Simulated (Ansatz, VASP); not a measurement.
## Two plane-wave programs on HfSiO4

```
CELL_PARAMETERS angstrom
3.69056 0.00000 0.00000
0.00000 3.69056 0.00000
0.00000 0.00000 5.21924
ATOMIC_POSITIONS crystal
Hf 0.00000 0.00000 0.00000
Si 0.50000 0.50000 0.50000
O 0.50000 0.00000 0.25000
O 0.00000 0.50000 0.75000
O 0.50000 0.00000 0.75000
O 0.00000 0.50000 0.25000
```

Alike in both runs: task relaxation of cell and atoms; functional PBE; k mesh 6 × 6 × 4; occupations gaussian, width 0.1 eV; no spin polarisation.

```csv
,VASP,Ansatz
version,VASP 6.6.1,Ansatz 0.2.0
potentials or method,"VASP PAW PBE potentials, release 64 (Hf_pv, Si, O), cutoff 600 eV","scalar-relativistic, plane waves, PAW"
valence electrons in the cell,38,54
```

```tsv
	VASP	Ansatz	Ansatz less VASP
relaxed volume (Å³/atom)	9.61	9.68	+0.068
relaxed cell length with the largest relative difference (Å)	4.900	4.918	+0.0181
```

VASP's potentials hold 38 valence electrons a cell and Ansatz's 54, so a difference there can come from the potentials and not from the codes.

Spin-orbit coupling is off throughout. Noted on VASP's run: the volume moved by over 15 % at a fixed basis, so the end points are rough.
